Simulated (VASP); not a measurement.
Write the native input for VASP 6.6.1 that does the following.

```yaml
Task: single point
Functional: PBE
Potentials_or_basis: VASP PAW PBE potentials, release 64 (Al, Ru_pv)
Cutoff: 520 eV
k_mesh: 10 × 10 × 10
Occupations: fermi-dirac, width 0.0147 eV
Spin: no spin polarisation
Dipole_correction: no
k_mesh_for_the_DOS: 15 × 15 × 15
Occupations_for_the_DOS: tetrahedron
Further_INCAR_settings: ALGO = Normal; EDIFF = 1e-06
```

AlRu3:

```
CELL_PARAMETERS angstrom
0.00000 3.84186 0.00000
3.84186 0.00000 0.00000
1.92093 1.92093 -3.47352
ATOMIC_POSITIONS crystal
Al 0.00000 0.00000 0.00000
Ru 0.75000 0.25000 0.50000
Ru 0.25000 0.75000 0.50000
Ru 0.50000 0.50000 0.00000
```

These files were run (other wordings do the same):

POSCAR

```
AlRu3
1.0
    0.0000000000      3.8418570000      0.0000000000
    3.8418570000      0.0000000000      0.0000000000
    1.9209290000      1.9209290000     -3.4735170000
Al Ru
1 3
Direct
    0.0000000000      0.0000000000      0.0000000000
    0.7500000000      0.2500000000      0.5000000000
    0.2500000000      0.7500000000      0.5000000000
    0.5000000000      0.5000000000      0.0000000000
```

INCAR.step1

```
SYSTEM = AlRu3
  PREC = Accurate
  ENCUT = 520
  EDIFF = 1E-6
  ISMEAR = -1
  SIGMA = 0.0147
  LREAL = .False.
  LASPH = .True.
  NELM = 100
  ALGO = Normal
  ISIF = 2
  LWAVE = .False.
  LCHARG = .True.
  LMAXMIX = 4
  GGA = PE
  NBANDS = 30
```

KPOINTS.step1

```
regular mesh
0
Gamma
  10 10 10
  0 0 0
```

INCAR.step2

```
SYSTEM = AlRu3
  PREC = Accurate
  ENCUT = 520
  EDIFF = 1E-6
  ISMEAR = -5
  SIGMA = 0.0147
  LREAL = .False.
  LASPH = .True.
  NELM = 100
  ALGO = Normal
  ISIF = 2
  LWAVE = .False.
  LCHARG = .False.
  LMAXMIX = 4
  GGA = PE
  LORBIT = 11
  NEDOS = 2001
  ICHARG = 11
```

KPOINTS.step2

```
regular mesh
0
Gamma
  15 15 15
  0 0 0
```

Potentials or basis: VASP PAW PBE potentials, release 64 (Al, Ru_pv).

Run with:

```console
$ cat potpaw_PBE.64/Al/POTCAR potpaw_PBE.64/Ru_pv/POTCAR > POTCAR
$ cp INCAR.step1 INCAR
$ cp KPOINTS.step1 KPOINTS
$ mpirun -np 1 vasp_std > vasp.out
$ cp INCAR.step2 INCAR
$ cp KPOINTS.step2 KPOINTS
$ mpirun -np 1 vasp_std > vasp.out
```

Results of the run:

| Property | Result |
| --- | --- |
| Valence electrons inside the program's atomic spheres | Al 0.85; Ru 12.84, 12.79 (each value once) |

Run time: 5.6 min on 1 thread of AMD EPYC 7R13, on a shared host, peak memory 0.39 GiB.
